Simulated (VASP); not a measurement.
Runs of VASP 6.6.1 on LiCl. The structure is that of space group Fm-3m (No. 225), or close to it. The cells are those of the table. 

```csv
level,cell,k mesh,smearing,grid for exact exchange (PRECFOCK),screening parameter,gap on the mesh (eV)
r2SCAN,"a = 3.659, b = 3.659, c = 3.615 Å, angles 60.4, 60.4, 59.2°, 2 atoms",8 × 8 × 8,gaussian 0.01 eV,-,-,7.17
HSE06,"a = 3.659, b = 3.659, c = 3.615 Å, angles 60.4, 60.4, 59.2°, 2 atoms",6 × 6 × 6,gaussian 0.01 eV,Normal,0.2079 1/Å,7.61
r2SCAN,"a = 3.672 Å, angles 59.0°, 2 atoms",8 × 8 × 8,gaussian 0.01 eV,-,-,(b)
PBE,"a = 3.672 Å, angles 59.0°, 2 atoms",8 × 8 × 8,fermi-dirac 0.02 eV,-,-,(a)
PBE,"a = 3.659, b = 3.659, c = 3.615 Å, angles 60.4, 60.4, 59.2°, 2 atoms",8 × 8 × 8,fermi-dirac 0.02 eV,-,-,6.22
```

Alike in all rows: task single point; potentials or basis VASP PAW PBE potentials, release 64 (Li_sv, Cl); no spin polarisation; cutoff (eV) 520.

**Question.** Fill in the values left out.

**Answer.** (a) 6.21; (b) 7.16.

A k mesh can miss the band edges.
